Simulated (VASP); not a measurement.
# MgH16Cl2O8 in VASP: notebook

Runs on MgH16Cl2O8. Level: PBE+D3(BJ). Tasks: single point.

All numbers are computed with VASP 6.6.1; they aren't measurements. Logs are shortened: lines on timing, memory, paths and dates and some standing lists are left out, and cuts for length are marked.

### 1 The cell of the first run

The cell holds an amorphous packing of atoms, 27 atoms: a = 5.302 Å, b = 5.383 Å, c = 5.706 Å, α = 90.33°, β = 87.04°, γ = 92.88°.

### 2 Single point, PBE+D3(BJ)

The input, INCAR:

```
PREC = Accurate
ENCUT = 520
EDIFF = 1E-6
ISMEAR = -1
SIGMA = 0.002
LREAL = False
LASPH = True
NELM = 120
ALGO = Normal
ISIF = 2
LWAVE = False
LCHARG = True
GGA = PE
IVDW = 12
LELF = True
LVHAR = True
NBANDS = 59
GGA_COMPAT = False
```

The input, KPOINTS:

```
Automatic mesh
0
Gamma
  1 1 1
```

The input, POSCAR:

```
MgH16Cl2O8
1.0
    5.2979070000     -0.1340180000      0.1419600000
   -0.1340180000      5.3816320000     -0.0141870000
    0.1419600000     -0.0141870000      5.7042800000
O H Mg Cl
8 16 1 2
Direct
    0.2993781766      0.3160315554      0.4612297807
    0.9259632182      0.0450176406      0.4421397489
    0.6054094050      0.4731584536      0.2205482164
    0.4734267494      0.9379769712      0.4792540720
   -0.1371073866      0.6445266350      0.6682188925
    0.7822360385      0.7924610348      1.0079618141
    0.1399006143      0.1650489907      0.0199992390
    0.1449921469      0.6747930174      0.2013207983
    0.2487798440      0.4965519337      0.5158806713
    0.2950182483      0.2110070392      0.6079141919
    0.9595275646      0.2134710271      0.3967396377
    0.8872859869      0.0456129841      0.6033693985
    0.4814689126      0.3929348093      0.3598394958
    0.6641361786      0.3296341812      0.0961200622
    0.3993374919      0.7758662224      0.5151250050
    0.5325587336      0.9854368934      0.6334153224
   -0.2538411126      0.6100196573      0.8261497741
   -0.0737354894      0.4678630634      0.6519148891
    0.6268011185      0.8654511659      0.9048464432
    0.9715027446      0.7989331388      0.9702749400
    0.2382164647      0.2838442314     -0.0831814552
    0.0699374106      0.2632244796      0.1201389222
    0.1987259734      0.8703403925      0.2339359884
    0.3201471336      0.6288018346      0.1673783062
    0.7890582667      0.6989993024      0.3460212317
    0.5632666725      0.1797011252      0.8245191476
    0.2993853830      0.6516382809      0.7932892571
```

Potentials or basis: VASP PAW PBE potentials, release 64 (O, H, Mg, Cl).

Command:

```
$ cat potpaw_PBE.64/O/POTCAR potpaw_PBE.64/H/POTCAR potpaw_PBE.64/Mg/POTCAR potpaw_PBE.64/Cl/POTCAR > POTCAR
$ mpirun -np 1 vasp_gam > vasp.out
```

OUTCAR:

```text
PREC = Accurate
   ENCUT = 520
   EDIFF = 1E-6
   ISMEAR = -1
   LREAL = False
   LASPH = True
   NELM = 120
   ISIF = 2
   GGA = PE
   IVDW = 12
 IVDW          = 12

 ion  position               nearest neighbor table
   1  0.299  0.316  0.461-  10 1.01   9 1.06  13 1.16
   2  0.926  0.045  0.442-  12 0.93  11 0.95  25 2.05
   3  0.605  0.473  0.221-  13 1.08  14 1.09  25 1.70
   4  0.473  0.938  0.479-  15 0.96  16 0.98  25 2.26
   5  0.863  0.645  0.668-  18 1.03  17 1.08  25 1.93
   6  0.782  0.792  0.008-  20 1.01  19 1.12  25 2.00
   7  0.140  0.165  0.020-  22 0.86  21 0.98
   8  0.145  0.675  0.201-  24 0.98  23 1.09  25 2.03
   9  0.249  0.497  0.516-   1 1.06
  10  0.295  0.211  0.608-   1 1.01
  11  0.960  0.213  0.397-   2 0.95
  12  0.887  0.046  0.603-   2 0.93
  13  0.481  0.393  0.360-   3 1.08   1 1.16  25 2.26
  14  0.664  0.330  0.096-   3 1.09
  15  0.399  0.776  0.515-   4 0.96  27 1.77
  16  0.533  0.985  0.633-   4 0.98  26 1.52
  17  0.746  0.610  0.826-   5 1.08
  18  0.926  0.468  0.652-   5 1.03
  19  0.627  0.865  0.905-   6 1.12
  20  0.972  0.799  0.970-   6 1.01
  21  0.238  0.284  0.917-   7 0.98
  22  0.070  0.263  0.120-   7 0.86
  23  0.199  0.870  0.234-   8 1.09
  24  0.320  0.629  0.167-   8 0.98
  25  0.789  0.699  0.346-   3 1.70   5 1.93   6 2.00   8 2.03   2 2.05  13 2.26   4 2.26
  26  0.563  0.180  0.825-  16 1.52
  27  0.299  0.652  0.793-  15 1.77

  LATTYP: Found a triclinic cell.
 ALAT       =     7.3633910827
 B/A-ratio  =     0.7199811542
 C/A-ratio  =     1.0623083691
 COS(alpha) =     0.0031470776
 COS(beta)  =     0.5023508179
 COS(gamma) =     0.6832656527

  Lattice vectors:

 A1 = (  -5.1638890000,  -5.2476140000,  -0.1277730000)
 A2 = (  -5.2979070000,   0.1340180000,  -0.1419600000)
 A3 = (  -0.0079420000,  -5.3674450000,  -5.6900930000)

Analysis of symmetry for initial positions (statically):
=====================================================================
 Subroutine PRICEL returns:
 Original cell was already a primitive cell.

 Routine SETGRP: Setting up the symmetry group for a
 triclinic supercell.

 Subroutine GETGRP returns: Found  1 space group operations
 (whereof  1 operations were pure point group operations)
 out of a pool of  2 trial point group operations.

The static configuration has the point symmetry C_1 .

Analysis of symmetry for dynamics (positions and initial velocities):
[... 139 lines left out ...]
   EDIFFG = 0.1E-04   stopping-criterion for IOM
   NSW    =      0    number of steps for IOM
   IBRION =     -1    ionic relax: 0-MD 1-quasi-New 2-CG
   NFREE  =      0    steps in history (QN), initial steepest desc. (CG)
   ISIF   =      2    stress and relaxation
   ISYM   =      2    0-nonsym 1-usesym 2-fastsym
   POTIM  = 0.5000    time-step for ionic-motion
   TEBEG  =    0.0;   TEEND  =   0.0 temperature during run
   PSTRESS=    0.0 pullay stress
   NELECT =      80.0000    total number of electrons
   NUPDOWN=      -1.0000    fix difference up-down
   EMIN   =  10.00;   EMAX   =-10.00  energy-range for DOS
   EFERMI =   0.00;   METHOD = LEGACY
   ISMEAR =    -1;   SIGMA  =   0.00  broadening in eV -4-tet -1-fermi 0-gaus
   EFERMI_NEDOS =   21; number of points for ismear=-14 and -15
   IALGO  =     38    algorithm
   IMIX   =      4    mixing-type and parameters
     AMIX     =   0.40;   BMIX     =  1.00
     AMIX_MAG =   1.60;   BMIX_MAG =  1.00
  volume/ion in A,a.u.               =       6.02        40.60
  Fermi-wavevector in a.u.,A,eV,Ry     =   1.292866  2.443162 22.742163  1.671502
  Thomas-Fermi vector in A             =   2.424547
   LORBIT       =      0    0 simple, 1 ext, 2 COOP (PROOUT), +10 PAW based schemes
   GGA     = PE    functional components
   LHFCALC =     F    Hartree Fock is set to
   AEXX    =    0.0000 exact exchange contribution
   IVDW    =    12    specifies the selected vdW correction
   LEPSILON=     F    determine dielectric tensor
   LRPA    =     F    only Hartree local field effects (RPA)
 non-spin polarized calculation
  energy-cutoff  :      520.00
  volume of cell :      162.43
 maximum number of plane-waves:      2181
 NGX is ok and might be reduce to    40
   NGX = 19   NGY = 19   NGZ = 21

 number of electron      79.9999987 magnetization

 Free energy of the ion-electron system (eV)
  ---------------------------------------------------
  ext. energy  EPLUGINS =         0.00000000
  ---------------------------------------------------
  free energy    TOTEN  =      -113.20169974 eV

  energy without entropy =     -113.20169974  energy(sigma->0) =     -113.20169974

 E-fermi :   2.6292     XC(G=0): -10.2567

 val. band max:        2.5590520884   @ k =   0.0000   0.0000   0.0000
 cond. band min:       6.4970006031   @ k =   0.0000   0.0000   0.0000
 fundamental gap:      3.9379485147
 Fermi energy:         2.6292480099

 k-point     1 :       0.0000    0.0000    0.0000
  band No.  band energies     occupation
      1     -19.4141      2.00000
      2     -18.3648      2.00000
      3     -18.2323      2.00000
      4     -18.0909      2.00000
      5     -17.6724      2.00000
      6     -17.6020      2.00000
[... 44 lines left out ...]
     51      12.0886      0.00000
     52      12.7177      0.00000
 [bands above 52 left out]

------------------------ aborting loop because EDIFF is reached ----------------------------------------

 Edisp (eV)   -2.71320

 E8    (eV) :    -0.7074

  FORCE on cell =-STRESS in cart. coord.  units (eV):
  Direction    XX          YY          ZZ          XY          YZ          ZX
  --------------------------------------------------------------------------------------
  -------------------------------------------------------------------------------------
  Total      34.64015    27.87393    47.45059     7.49302     5.41380    -6.47188
  in kB     341.69307   274.95058   468.05617    73.91167    53.40213   -63.83915
  external pressure =      361.57 kB  Pullay stress =        0.00 kB

 VOLUME and BASIS-vectors are now :
 -----------------------------------------------------------------------------
  energy-cutoff  :      520.00
  volume of cell :      162.43
      direct lattice vectors                 reciprocal lattice vectors
     5.297907000 -0.134018000  0.141960000     0.188998253  0.004694227 -0.004691845
    -0.134018000  5.381632000 -0.014187000     0.004694227  0.185935050  0.000345612
     0.141960000 -0.014187000  5.704280000    -0.004691845  0.000345612  0.175424586

 POSITION                                       TOTAL-FORCE (eV/Angst)
 -----------------------------------------------------------------------------------
      1.60920      1.65410      2.66900        -3.815673      1.336879      1.616526
      4.96240      0.11190      2.65290         0.516146     -0.806447     -2.081047
      3.17530      2.46210      1.33730        -0.340836     -5.572968     -2.356741
      2.45050      4.97760      2.78770         0.515889     -1.896405     -5.061245
      4.58001      3.34348      3.92506        -1.126072     -4.955122     -2.499390
      4.03914      4.15979      0.14522        -1.336120      1.860768      1.086225
[... 19 lines left out ...]
      3.07710      0.87990      4.78070         3.331092      2.168514      2.022292
      1.61140      3.45550      4.55840         0.978238     -0.554597      1.287612
 -----------------------------------------------------------------------------------
    total drift:                               -0.000997     -0.000179     -0.000815

  FREE ENERGIE OF THE ION-ELECTRON SYSTEM (eV)
  ---------------------------------------------------
  free  energy   TOTEN  =      -115.9149028560 eV

  energy  without entropy=     -115.9149028560  energy(sigma->0) =     -115.91490286
```

OSZICAR:

```text
N       E                     dE             d eps       ncg     rms          rms(c)
DAV:   1     0.696775300025E+03    0.69678E+03   -0.48104E+04   118   0.134E+03
DAV:   2    -0.706283551792E+02   -0.76740E+03   -0.71648E+03   164   0.340E+02
DAV:   3    -0.125570864004E+03   -0.54943E+02   -0.54439E+02   148   0.940E+01
DAV:   4    -0.126251073867E+03   -0.68021E+00   -0.67928E+00   140   0.114E+01
DAV:   5    -0.126257806648E+03   -0.67328E-02   -0.67303E-02   148   0.114E+00    0.233E+01
DAV:   6    -0.113299004283E+03    0.12959E+02   -0.35224E+01   140   0.299E+01    0.970E+00
DAV:   7    -0.113272902263E+03    0.26102E-01   -0.29687E+00   140   0.733E+00    0.679E+00
DAV:   8    -0.113200197022E+03    0.72705E-01   -0.29965E-01   140   0.294E+00    0.219E+00
DAV:   9    -0.113199965472E+03    0.23155E-03   -0.52363E-02   148   0.137E+00    0.641E-01
DAV:  10    -0.113201070264E+03   -0.11048E-02   -0.16841E-02   148   0.601E-01    0.197E-01
DAV:  11    -0.113201493030E+03   -0.42277E-03   -0.15801E-03   140   0.230E-01    0.657E-02
DAV:  12    -0.113201631428E+03   -0.13840E-03   -0.25948E-04   140   0.991E-02    0.331E-02
DAV:  13    -0.113201695017E+03   -0.63589E-04   -0.97196E-05   124   0.523E-02    0.145E-02
DAV:  14    -0.113201698217E+03   -0.31994E-05   -0.13983E-05   140   0.221E-02    0.674E-03
DAV:  15    -0.113201699622E+03   -0.14053E-05   -0.43934E-06   124   0.990E-03    0.360E-03
DAV:  16    -0.113201699738E+03   -0.11541E-06   -0.58231E-07   100   0.565E-03
   1 F= -.11591490E+03 E0= -.11591490E+03  d E =-.957768E-16
```

stdout:

```text
POSCAR found type information on POSCAR O H MgCl
 POSCAR found :  4 types and      27 ions
 scaLAPACK will be used
 -----------------------------------------------------------------------------
|                                                                             |
|                                                                             |
|     You have a (more or less) 'large supercell' and for larger cells it     |
|     might be more efficient to use real-space projection operators.         |
|     Therefore, try LREAL= Auto in the INCAR file.                           |
|     Mind: For very accurate calculation, you might also keep the            |
|     reciprocal projection scheme (i.e. LREAL=.FALSE.).                      |
|                                                                             |
 -----------------------------------------------------------------------------

 LDA part: xc-table for (Slater+PW92), standard interpolation
 POSCAR, INCAR and KPOINTS ok, starting setup
 FFT: planning ... GRIDC
 FFT: planning ... GRID_SOFT
 FFT: planning ... GRID
 WAVECAR not read
 entering main loop
```

Wall time 13 s (1 thread of Intel Xeon 6975P-C (Granite Rapids), shared host); peak memory 0.25 GiB.

What came out:

* Free energy: -115.9149 eV
* Pressure: 36.2 GPa
* Largest force: 8.171 eV/Å
* Band gap on the k mesh: 3.94 eV
* Dispersion energy per atom: -0.100 eV

Forces in eV/Å, atoms in the order of the input:
```
O   -3.816  1.337  1.617
O    0.516 -0.806 -2.081
O   -0.341 -5.573 -2.357
O    0.516 -1.896 -5.061
O   -1.126 -4.955 -2.499
O   -1.336  1.861  1.086
O    1.894 -4.688 -4.708
O    0.947  3.959  2.975
H    0.410 -2.118  0.461
H    0.316  0.881 -1.378
H    0.272  0.501 -0.217
H   -0.366  0.188  2.368
H    0.989 -1.196 -1.045
H   -1.491  1.980  1.790
H   -0.845 -0.242  0.356
H    0.165 -0.503 -0.587
H    1.217  0.796 -1.227
H   -0.575  1.933  0.240
H    2.744 -0.207  1.863
H   -1.487  0.883 -0.643
H   -0.178  0.138  0.320
H   -3.797  4.988  5.241
H   -1.039 -2.556 -0.420
H    0.079 -0.902 -0.249
Mg   2.022  4.585  0.848
Cl   3.331  2.169  2.022
Cl   0.978 -0.555  1.288
```

Stress tensor (GPa, compression positive):
```
34.17  7.39 -6.38
 7.39 27.50  5.34
-6.38  5.34 46.81
```

Caveat: the k points lie up to 1.19 Å⁻¹ apart.

### 3 Single point, PBE+D3(BJ)

This run uses another cell than the first one, of 7.29 Å³/atom, 1.212 times its volume.

The input, INCAR:

```
SYSTEM = MgH16Cl2O8
PREC     = Accurate       ! precision mode
ENCUT    = 520            ! plane-wave cutoff, eV
EDIFF    = 1E-6           ! SCF threshold, eV
ISMEAR   = -1             ! smearing method
SIGMA    = 0.002          ! smearing width, eV
LREAL    = .FALSE.        ! projectors in reciprocal space
LASPH    = .TRUE.         ! aspherical terms in the spheres
NELM     = 120            ! most SCF steps
ALGO     = Normal         ! electronic algorithm
ISIF     = 2              ! what is computed and relaxed
LWAVE    = .FALSE.        ! write WAVECAR
LCHARG   = .TRUE.         ! write CHGCAR
GGA      = PE             ! functional
IVDW     = 12             ! dispersion correction
LELF     = .TRUE.         ! ELF
LVHAR    = .TRUE.       
NBANDS   = 59             ! bands
GGA_COMPAT= .FALSE.
```

The input, KPOINTS:

```
Automatic mesh
0
G
  1 1 1
  0 0 0
```

The input, POSCAR:

```
MgH16Cl2O8
1.0
    5.7612910000     -0.0870820000      0.0862790000
   -0.0870820000      5.7662070000      0.0189740000
    0.0862790000      0.0189740000      5.9270090000
O H Mg Cl
8 16 1 2
Direct
    0.1537552300      0.2722271388      0.5097122199
    0.9036381532     -0.0077459478      0.4508989231
    0.5368205966      0.4648365017      0.2584547869
    0.4837666384      0.8355032157      0.4397004054
   -0.1694632535      0.5633969853      0.5944534968
    0.7871465403      0.9029838928      1.0147702774
    0.0443949438      0.2560337839      0.1381998346
    0.1300598720      0.7418010916      0.1922223554
    0.0816948106      0.4257766407      0.5796300912
    0.2852802850      0.2567660564      0.5943156866
    1.0738441702      0.0073719920      0.3849513174
    0.8855110731      0.1302623511      0.5477176418
    0.6300195495      0.3338445535      0.2079983642
    0.4758418625      0.4659785208      0.0847819471
    0.3484995090      0.7295347941      0.4743015605
    0.4976225225      0.9411213807      0.5656830940
   -0.2315273235      0.6498584385      0.7230874007
   -0.2775881051      0.4142226077      0.5973317342
    0.9109152509      0.9775640657      1.1008518534
    0.9061612895      0.8302552847      0.8952515588
    0.1745955498      0.3734869271      0.1370926769
   -0.0259250860      0.2411427008     -0.0282669811
    0.2080481582      0.7694500260      0.0426438138
    0.2394010454      0.6112966227      0.2152765375
    0.7886511100      0.7471273145      0.3049733816
    0.6422539200      0.2485380807      0.8383437941
    0.3051213634      0.5207511020      0.8386175392
```

Potentials or basis: VASP PAW PBE potentials, release 64 (O, H, Mg, Cl).

Command:

```
$ cat potpaw_PBE.64/O/POTCAR potpaw_PBE.64/H/POTCAR potpaw_PBE.64/Mg/POTCAR potpaw_PBE.64/Cl/POTCAR > POTCAR
$ mpirun -np 1 vasp_gam > vasp.out
```

It took 19 s on 1 thread of Intel Xeon 6975P-C (Granite Rapids), shared host; peak memory 0.31 GiB.

The run converged. Its results:

```yaml
Free_energy: -120.1374 eV
Pressure: 16.8 GPa
Largest_force: 4.707 eV/Å
Band_gap_on_the_k_mesh: 2.63 eV
Dispersion_energy_per_atom: -0.082 eV
```

Forces in eV/Å, atoms in the order of the input:
```
O   -0.971  3.595  0.255
O    1.497  0.550  0.609
O    0.460 -0.418 -2.697
O   -1.188  0.434  0.460
O    0.125  0.361 -1.242
O    2.395 -3.333 -2.306
O   -1.533 -0.491 -3.139
O    1.624 -1.199  0.946
H    0.800 -2.175 -1.039
H    2.162 -0.154  1.444
H   -2.466  0.597  1.142
H    0.267 -0.928 -0.354
H    0.340 -0.513  0.714
H    0.292  0.855  1.609
H    1.028  0.668  0.260
H   -0.064  0.227  0.461
H   -0.196 -0.445 -0.368
H    0.580  1.244  0.865
H    0.251  1.690 -0.093
H   -2.112  1.054  1.725
H   -1.140 -1.724 -0.656
H    1.224  1.201  2.512
H   -0.336  0.427 -0.681
H   -0.924  0.876  0.892
Mg  -1.907 -3.445  0.161
Cl   0.641 -2.397 -1.043
Cl  -0.849  3.440 -0.436
```

Stress tensor (GPa, compression positive):
```
12.66  1.70  4.28
 1.70 22.45 -3.48
 4.28 -3.48 15.41
```

Levels at points of the mesh, in eV from the valence-band top:
```
           k point  band 38  band 39  band 40  band 41  band 42  band 43
(0.00, 0.00, 0.00)    -1.56    -1.37     0.00     2.63     4.96     5.64
```

Caveat: the k points lie up to 1.09 Å⁻¹ apart.

### 4 Single point, PBE+D3(BJ)

This run uses another cell than the first one, of 9.72 Å³/atom, 1.615 times its volume.

The input, INCAR:

```
ALGO = Normal
EDIFF = 1E-6
ENCUT = 520
GGA = PE
GGA_COMPAT = False
ISIF = 2
ISMEAR = -1
IVDW = 12
LASPH = True
LCHARG = False
LREAL = False
LWAVE = False
NBANDS = 59
NELM = 120
PREC = Accurate
SIGMA = 0.002
```

The input, KPOINTS:

```
k-points
0
Gamma
  1 1 1
```

The input, POSCAR:

```
MgH16Cl2O8
1.0
    6.3690180000     -0.0207710000      0.0088370000
   -0.0207710000      6.4370770000      0.0037810000
    0.0088370000      0.0037810000      6.3996900000
O H Mg Cl
8 16 1 2
Direct
    0.1499655916      0.2718512233      0.5785978516
    0.8384765278     -0.0445870289      0.5094245138
    0.5967813706      0.4526169052      0.2025590143
    0.4674701748      0.8405409915      0.4450513823
   -0.2183017487      0.5541345925      0.5180147710
    0.7954438421      0.8968844866      1.0334999887
   -0.0790945022      0.3378993576      0.1779807085
    0.1542787225      0.7540992620      0.2669950247
    0.0177759772      0.2979965207      0.5402474477
    0.1784346675      0.3697329664      0.7158667392
    0.9677932185     -0.0088910907      0.5910256948
    0.7303827695      0.0412169153      0.5697759995
    0.6808031787      0.3377462465      0.1434454987
    0.4791983345      0.4769739141      0.0887639692
    0.4114986635      0.7110475184      0.5235683472
    0.4959462999      0.9182005015      0.5749724762
   -0.0655411012      0.5770750978      0.5453072361
   -0.2339715173      0.4102779772      0.6213295246
    0.6580369137      0.8696555015      0.9861566358
    0.8689092141      0.8635277447      0.8869424067
   -0.1455761650      0.2040454383      0.1375402497
    0.0808439985      0.3079871941      0.1697771426
    0.1991347173      0.6696010159      0.1488835373
    0.1745130259      0.6734989617      0.3861767256
    0.7538208245      0.7074756134      0.2598818880
    0.7412488289      0.2211831186      0.7997126878
    0.2953363986      0.5364382998      0.9097568537
```

Command:

```
$ cat potpaw_PBE.64/O/POTCAR potpaw_PBE.64/H/POTCAR potpaw_PBE.64/Mg/POTCAR potpaw_PBE.64/Cl/POTCAR > POTCAR
$ mpirun -np 1 vasp_gam > vasp.out
```

Run time: 17 s. Hardware: 1 thread of Intel Xeon 6975P-C (Granite Rapids), shared host; peak memory 0.31 GiB.

The run converged. Its results:

```
Free energy                : -122.7600 eV
Pressure                   : 6.9 GPa
Largest force              : 6.370 eV/Å
Band gap on the k mesh     : 3.46 eV
Dispersion energy per atom : -0.061 eV
```

Forces on the atoms (eV/Å):
```
O    5.571  0.543  3.040
O    2.219 -1.268 -1.004
O   -3.001  0.240 -1.714
O   -0.372 -1.583  2.256
O    2.232 -1.398  2.892
O    2.547 -1.512 -2.514
O    4.734 -1.460  0.380
O   -2.563  1.374 -1.456
H   -4.661  0.740 -1.550
H   -0.354 -1.901 -2.272
H   -0.803  0.286 -1.079
H    0.038  0.717  0.434
H   -1.307  1.465  0.197
H    1.212 -0.649  1.309
H    0.968  1.273 -1.311
H    0.067  0.305 -0.674
H   -1.119  0.124  0.097
H   -0.654  1.516 -1.136
H   -2.389  0.439 -0.964
H   -0.814  0.770  2.817
H    1.261  0.014  0.038
H   -2.324  0.234 -0.012
H    0.143 -0.361 -0.514
H    0.437 -1.264  1.584
Mg   0.807 -0.403  2.366
Cl  -1.418  1.010  0.038
Cl  -0.458  0.748 -1.247
```

Stress tensor (GPa, compression positive):
```
10.30 -2.46  3.93
-2.46  4.34 -0.09
 3.93 -0.09  6.01
```

Levels at points of the mesh, in eV from the valence-band top:
```csv
k point,band 37,band 38,band 39,band 40,band 41,band 42,band 43,band 44
"(0.00, 0.00, 0.00)",-0.42,-0.37,-0.14,0.00,3.46,5.79,6.07,6.98
```

Caveat: the k points lie up to 0.99 Å⁻¹ apart.

[end of part 1 of 2]
